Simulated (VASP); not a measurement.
# Zr2Ti3C5 (Immm) in VASP: notebook

Runs on Zr2Ti3C5. Level: PBE. Tasks: single point.

All numbers are computed with VASP 6.6.1; they aren't measurements. Logs are shortened: lines on timing, memory, paths and dates and some standing lists are left out, and cuts for length are marked.

### Step 1. The cell of the first run

It takes space group Immm (No. 71, orthorhombic). Conventional cell: a = 3.182 Å, b = 4.515 Å, c = 15.845 Å, α = 90.00°, β = 90.00°, γ = 90.00°. Zr (site symmetry mm2) has 6 C at 2.26 to 2.34 Å within 3.0 Å. Ti (site symmetry mm2) has 6 C at 2.20 to 2.26 Å within 2.9 Å. Ti (site symmetry mmm) has 6 C at 2.18 to 2.26 Å within 2.9 Å. C (site symmetry mm2) has 4 Ti at 2.18 to 2.26 Å and 2 Zr at 2.28 Å and 1 C at 2.97 Å within 3.0 Å. C (site symmetry mmm) has 6 Ti at 2.20 to 2.26 Å within 2.9 Å. C (site symmetry mm2) has 2 Ti at 2.23 Å and 4 Zr at 2.26 to 2.34 Å within 2.9 Å.

### Step 2. Single point, PBE

INCAR

```
  ALGO = Normal
  EDIFF = 1E-6
  ENCUT = 520
  GGA = PE
  ISIF = 2
  ISMEAR = 0
  LASPH = True
  LCHARG = True
  LELF = True
  LREAL = False
  LVHAR = True
  LWAVE = False
  NBANDS = 51
  NELM = 60
  PREC = Accurate
  SIGMA = 0.1
```

KPOINTS

```
k-points
0
Gamma
  6 6 6
```

POSCAR

```
Zr2Ti3C5
1.0
   -1.5912130369      2.2575584971      7.9222762185
    1.5912130369     -2.2575584971      7.9222762185
    1.5912130369      2.2575584971     -7.9222762185
Zr Ti C
2 3 5
Direct
    0.1971639277      0.1971639277      0.0000000000
    0.8028360723      0.8028360723      0.0000000000
    0.4042536270      0.4042536270      0.0000000000
    0.0000000000      0.0000000000      0.0000000000
    0.5957463730      0.5957463730      0.0000000000
    0.9063031222      0.4063031222      0.5000000000
    0.5000000000      0.0000000000      0.5000000000
    0.0936968778      0.5936968778      0.5000000000
    0.6941306600      0.1941306600      0.5000000000
    0.3058693400      0.8058693400      0.5000000000
```

Potentials or basis: VASP PAW PBE potentials, release 64 (Zr_sv, Ti_sv, C).

Launch:

```console
> cat potpaw_PBE.64/Zr_sv/POTCAR potpaw_PBE.64/Ti_sv/POTCAR potpaw_PBE.64/C/POTCAR > POTCAR
> mpirun -np 1 vasp_std > vasp.out
```

OUTCAR:

```text
EDIFF = 1E-6
   ENCUT = 520
   GGA = PE
   ISIF = 2
   ISMEAR = 0
   LASPH = True
   LREAL = False
   NELM = 60
   PREC = Accurate

 ion  position               nearest neighbor table
   1  0.197  0.197  0.000-   9 2.26   9 2.26   8 2.28   8 2.28  10 2.34  10 2.34   4 3.12   5 3.20
                             5 3.20   5 3.20   5 3.20   2 3.23   2 3.23   2 3.23   2 3.23   3 3.28
   2  0.803  0.803  0.000-  10 2.26  10 2.26   6 2.28   6 2.28   9 2.34   9 2.34   4 3.12   3 3.20
                             3 3.20   3 3.20   3 3.20   1 3.23   1 3.23   1 3.23   1 3.23   5 3.28
   3  0.404  0.404  0.000-   7 2.20   7 2.20  10 2.23  10 2.23   6 2.26   6 2.26   2 3.20   2 3.20
                             2 3.20   2 3.20   1 3.28
   4  0.000  0.000  0.000-   6 2.18   8 2.18   8 2.18   6 2.18   7 2.26   7 2.26   2 3.12   1 3.12

   5  0.596  0.596  0.000-   7 2.20   7 2.20   9 2.23   9 2.23   8 2.26   8 2.26   1 3.20   1 3.20
                             1 3.20   1 3.20   2 3.28
   6  0.906  0.406  0.500-   4 2.18   4 2.18   3 2.26   3 2.26   2 2.28   2 2.28
   7  0.500  0.000  0.500-   5 2.20   3 2.20   5 2.20   3 2.20   4 2.26   4 2.26
   8  0.094  0.594  0.500-   4 2.18   4 2.18   5 2.26   5 2.26   1 2.28   1 2.28
   9  0.694  0.194  0.500-   5 2.23   5 2.23   1 2.26   1 2.26   2 2.34   2 2.34
  10  0.306  0.806  0.500-   3 2.23   3 2.23   2 2.26   2 2.26   1 2.34   1 2.34

  LATTYP: Found a body centered orthorhombic cell.
 ALAT       =     3.1824260738
 B/A-ratio  =     1.4187657119
 C/A-ratio  =     4.9787652783

  Lattice vectors:

 A1 = (  -1.5912130369,   2.2575584971,   7.9222762185)
 A2 = (   1.5912130369,  -2.2575584971,   7.9222762185)
 A3 = (   1.5912130369,   2.2575584971,  -7.9222762185)

Analysis of symmetry for initial positions (statically):
=====================================================================
 Subroutine PRICEL returns:
 Original cell was already a primitive cell.

 Routine SETGRP: Setting up the symmetry group for a
 body centered orthorhombic supercell.

 Subroutine GETGRP returns: Found  8 space group operations
 (whereof  8 operations were pure point group operations)
 out of a pool of  8 trial point group operations.

The static configuration has the point symmetry D_2h.

Analysis of symmetry for dynamics (positions and initial velocities):
=====================================================================
 Subroutine PRICEL returns:
 Original cell was already a primitive cell.

 Routine SETGRP: Setting up the symmetry group for a
 body centered orthorhombic supercell.

 Subroutine GETGRP returns: Found  8 space group operations
 (whereof  8 operations were pure point group operations)
 out of a pool of  8 trial point group operations.

The dynamic configuration has the point symmetry D_2h.

 Subroutine INISYM returns: Found  8 space group operations
 (whereof  8 operations are pure point group operations),
 and found     1 'primitive' translations

----------------------------------------------------------------------------------------

                                     Primitive cell

  volume of cell :     113.8354

  direct lattice vectors                    reciprocal lattice vectors
    -1.591213037  2.257558497  7.922276219     0.000000000  0.221478203  0.063113174
     1.591213037 -2.257558497  7.922276219     0.314225681  0.000000000  0.063113174
     1.591213037  2.257558497 -7.922276219     0.314225681  0.221478203  0.000000000

  length of vectors
     8.389933836  8.389933836  8.389933836     0.230295174  0.320501250  0.384435135

  position of ions in fractional coordinates (direct lattice)
     0.197163928  0.197163928  0.000000000
     0.802836072  0.802836072  0.000000000
     0.404253627  0.404253627  0.000000000
     0.000000000  0.000000000  0.000000000
     0.595746373  0.595746373  0.000000000
     0.906303122  0.406303122  0.500000000
     0.500000000  0.000000000  0.500000000
     0.093696878  0.593696878  0.500000000
     0.694130660  0.194130660  0.500000000
     0.305869340  0.805869340  0.500000000

  ion indices of the primitive-cell ions
   primitive index   ion index
                 1           1
                 2           2
                 3           3
                 4           4
                 5           5
                 6           6
                 7           7
                 8           8
                 9           9
                10          10

----------------------------------------------------------------------------------------

 KPOINTS: k-points

Automatic generation of k-mesh.
 Grid dimensions read from file:
 generate k-points for:    6    6    6

 Generating k-lattice:

  Cartesian coordinates                     Fractional coordinates (reciprocal lattice)
     0.000000000  0.036913034  0.010518862     0.166666667 -0.000000000  0.000000000
     0.052370947  0.000000000  0.010518862    -0.000000000  0.166666667  0.000000000
     0.052370947  0.036913034  0.000000000     0.000000000  0.000000000  0.166666667

  Length of vectors
     0.038382529  0.053416875  0.064072523

  Shift w.r.t. Gamma in fractional coordinates (k-lattice)
     0.000000000  0.000000000  0.000000000

 Subroutine IBZKPT returns following result:
 ===========================================

 Found     46 irreducible k-points:

 Following reciprocal coordinates:
            Coordinates               Weight
  0.000000  0.000000  0.000000      1.000000
  0.166667  0.000000  0.000000      4.000000
  0.333333  0.000000 -0.000000      4.000000
  0.500000  0.000000  0.000000      2.000000
  0.000000  0.166667  0.000000      4.000000
  0.166667  0.166667  0.000000      8.000000
[... 16 lines left out ...]
 -0.166667  0.166667  0.166667      2.000000
  0.166667  0.333333  0.166667      4.000000
 [... further k-points ...]
   k-points           NKPTS =     46   k-points in BZ     NKDIM =     46   number of bands    NBANDS=     51
   number of dos      NEDOS =    301   number of ions     NIONS =     10
   total plane-waves  NPLWV = 262144
   dimension x,y,z NGX =    64 NGY =   64 NGZ =   64
   dimension x,y,z NGXF=   128 NGYF=  128 NGZF=  128
   ions per type =               2   3   5
   NGX,Y,Z   is equivalent  to a cutoff of  12.68, 12.68, 12.68 a.u.
   NGXF,Y,Z  is equivalent  to a cutoff of  25.36, 25.36, 25.36 a.u.
 SYSTEM =  unknown system
   PREC   = accura    normal or accurate (medium, high low for compatibility)
   ISTART =      0    job   : 0-new  1-cont  2-samecut
   ICHARG =      2    charge: 1-file 2-atom 10-const
   ISPIN  =      1    spin polarized calculation?
   LNONCOLLINEAR =      F non collinear calculations
   LSORBIT =      F    spin-orbit coupling
   LASPH  =      T    aspherical Exc in radial PAW
   ENCUT  =  520.0 eV  38.22 Ry    6.18 a.u.  15.60 15.60 15.60*2*pi/ulx,y,z
   NELM   =     60;   NELMIN=  2; NELMDL= -5     # of ELM steps
   EDIFF  = 0.1E-05   stopping-criterion for ELM
   LREAL  =      F    real-space projection
   EDIFFG = 0.1E-04   stopping-criterion for IOM
   NSW    =      0    number of steps for IOM
   IBRION =     -1    ionic relax: 0-MD 1-quasi-New 2-CG
   NFREE  =      0    steps in history (QN), initial steepest desc. (CG)
   ISIF   =      2    stress and relaxation
   ISYM   =      2    0-nonsym 1-usesym 2-fastsym
   POTIM  = 0.5000    time-step for ionic-motion
   TEBEG  =    0.0;   TEEND  =   0.0 temperature during run
   PSTRESS=    0.0 pullay stress
   NELECT =      80.0000    total number of electrons
   NUPDOWN=      -1.0000    fix difference up-down
   EMIN   =  10.00;   EMAX   =-10.00  energy-range for DOS
   EFERMI =   0.00;   METHOD = LEGACY
   ISMEAR =     0;   SIGMA  =   0.10  broadening in eV -4-tet -1-fermi 0-gaus
   EFERMI_NEDOS =   21; number of points for ismear=-14 and -15
   IALGO  =     38    algorithm
   IMIX   =      4    mixing-type and parameters
     AMIX     =   0.40;   BMIX     =  1.00
     AMIX_MAG =   1.60;   BMIX_MAG =  1.00
  volume/ion in A,a.u.               =      11.38        76.82
  Fermi-wavevector in a.u.,A,eV,Ry     =   1.455501  2.750497 28.823697  2.118482
  Thomas-Fermi vector in A             =   2.572528
   LORBIT       =      0    0 simple, 1 ext, 2 COOP (PROOUT), +10 PAW based schemes
   GGA     = PE    functional components
   LHFCALC =     F    Hartree Fock is set to
   AEXX    =    0.0000 exact exchange contribution
   IVDW    =     0    specifies the selected vdW correction
   LEPSILON=     F    determine dielectric tensor
   LRPA    =     F    only Hartree local field effects (RPA)
 non-spin polarized calculation
 Gauss-broadening in eV      SIGMA  =   0.10
  energy-cutoff  :      520.00
  volume of cell :      113.84
 maximum number of plane-waves:      3090
 NGX is ok and might be reduce to    64
   NGX = 31   NGY = 31   NGZ = 31

 number of electron      80.0000003 magnetization

 Free energy of the ion-electron system (eV)
  ---------------------------------------------------
  ext. energy  EPLUGINS =         0.00000000
  ---------------------------------------------------
  free energy    TOTEN  =       -94.38849373 eV

  energy without entropy =      -94.38190002  energy(sigma->0) =      -94.38519688

 E-fermi :   9.3646     XC(G=0): -12.3972

 val. band max:        9.3450796118   @ k =   0.0000   0.5000   0.0000
 cond. band min:       9.3767082950   @ k =   0.5000   0.5000   0.5000
 fundamental gap:      0.0316286831
 Fermi energy:         9.3646319277

 k-point     1 :       0.0000    0.0000    0.0000
  band No.  band energies     occupation
      1     -47.3600      2.00000
      2     -47.3416      2.00000
      3     -47.2520      2.00000
      4     -38.4577      2.00000
      5     -38.3598      2.00000
      6     -23.7065      2.00000
[... 43 lines left out ...]
     50      12.3163      0.00000
     51      12.6858      0.00000

 k-point     2 :       0.1667    0.0000    0.0000
  band No.  band energies     occupation
      1     -47.3587      2.00000
      2     -47.3416      2.00000
      3     -47.2533      2.00000
      4     -38.4512      2.00000
      5     -38.3664      2.00000
      6     -23.7190      2.00000
[... 1180 lines left out ...]
 k-point    24 :       0.1667    0.3333    0.1667
  band No.  band energies     occupation
      1     -47.3397      2.00000
      2     -47.3268      2.00000
      3     -47.2421      2.00000
      4     -38.3512      2.00000
      5     -38.3511      2.00000
      6     -23.7414      2.00000
[... 43 lines left out ...]
     50      12.8550      0.00000
     51      13.0858      0.00000

 [... further k-points ...]
[... 5 lines left out ...]
  --------------------------------------------------------------------------------------
  -------------------------------------------------------------------------------------
  Total        0.0728674      0.0278953      0.0579365      0.0000000      0.0000000      0.0000000
  in kB        1.0255724      0.3926125      0.8154273      0.0000000      0.0000000      0.0000000
  external PRESSURE =       0.7445374 kB  Pullay stress =       0.0000000 kB

 VOLUME and BASIS-vectors are now :
 -----------------------------------------------------------------------------
  energy-cutoff  :      520.00
  volume of cell :      113.84
      direct lattice vectors                 reciprocal lattice vectors
    -1.591213037  2.257558497  7.922276219     0.000000000  0.221478203  0.063113174
     1.591213037 -2.257558497  7.922276219     0.314225681  0.000000000  0.063113174
     1.591213037  2.257558497 -7.922276219     0.314225681  0.221478203  0.000000000

 POSITION                                       TOTAL-FORCE (eV/Angst)
 -----------------------------------------------------------------------------------
      0.00000      0.00000      3.12397        -0.000000     -0.000000      0.003525
      0.00000      0.00000     12.72058        -0.000000      0.000000     -0.003525
      0.00000      0.00000      6.40522         0.000000      0.000000     -0.001950
      0.00000      0.00000      0.00000         0.000000      0.000000      0.000000
      0.00000      0.00000      9.43933         0.000000     -0.000000      0.001950
     -0.00000      2.25756      6.43769        -0.000000      0.000000     -0.001984
      0.00000      2.25756      0.00000         0.000000      0.000000      0.000000
      1.59121      0.00000      1.48459         0.000000     -0.000000      0.001984
     -0.00000      2.25756      3.07591         0.000000      0.000000     -0.000749
      1.59121      0.00000      4.84636         0.000000     -0.000000      0.000749
 -----------------------------------------------------------------------------------
    total drift:                                0.000000      0.000000     -0.000000

  FREE ENERGIE OF THE ION-ELECTRON SYSTEM (eV)
  ---------------------------------------------------
  free  energy   TOTEN  =       -94.3884937326 eV

  energy  without entropy=      -94.3819000205  energy(sigma->0) =      -94.38519688
```

Run time: 21 min. Hardware: 1 thread of Intel Xeon Platinum 8259CL at 2.50GHz (Skylake/Cascade Lake), shared host; peak memory 0.68 GiB.

What came out:

```yaml
Free_energy: -94.3885 eV
Pressure: 0.1 GPa
Largest_force: 0.004 eV/Å
Band_gap_on_the_k_mesh: zero (bands 40 and 41 overlap by 1.02 eV)
```

Forces in eV/Å, atoms in the order of the input:
```
Zr   0.000  0.000  0.004
Zr   0.000  0.000 -0.004
Ti   0.000  0.000 -0.002
Ti   0.000  0.000  0.000
Ti   0.000  0.000  0.002
C    0.000  0.000 -0.002
C    0.000  0.000  0.000
C    0.000  0.000  0.002
C    0.000  0.000 -0.001
C    0.000  0.000  0.001
```

Levels at points of the mesh, in eV from the Fermi level:
```tsv
k point	band 36	band 37	band 38	band 39	band 40	band 41	band 42	band 43	band 44	band 45
(0.00, 0.00, 0.00)	-1.33	-1.15	0.75	0.78	0.79	0.87	1.28	1.31	1.36	1.42
(0.50, 0.00, 0.00)	-2.17	-1.33	-1.32	-0.79	-0.78	0.38	0.43	2.08	2.34	2.42
(0.00, 0.50, 0.00)	-1.69	-1.61	-1.19	-1.03	-0.02	0.11	0.80	0.85	2.02	2.19
(0.50, 0.50, 0.00)	-2.51	-2.43	-2.18	-2.17	-2.12	2.35	2.36	2.49	2.51	2.57
(0.50, 0.50, 0.50)	-0.99	-0.79	-0.62	-0.53	0.01	0.09	0.86	1.32	1.47	2.20
```

(Continued in part 2 of 2.)

The gap in the log of VASP goes by the Fermi energy; the results here count the filled bands.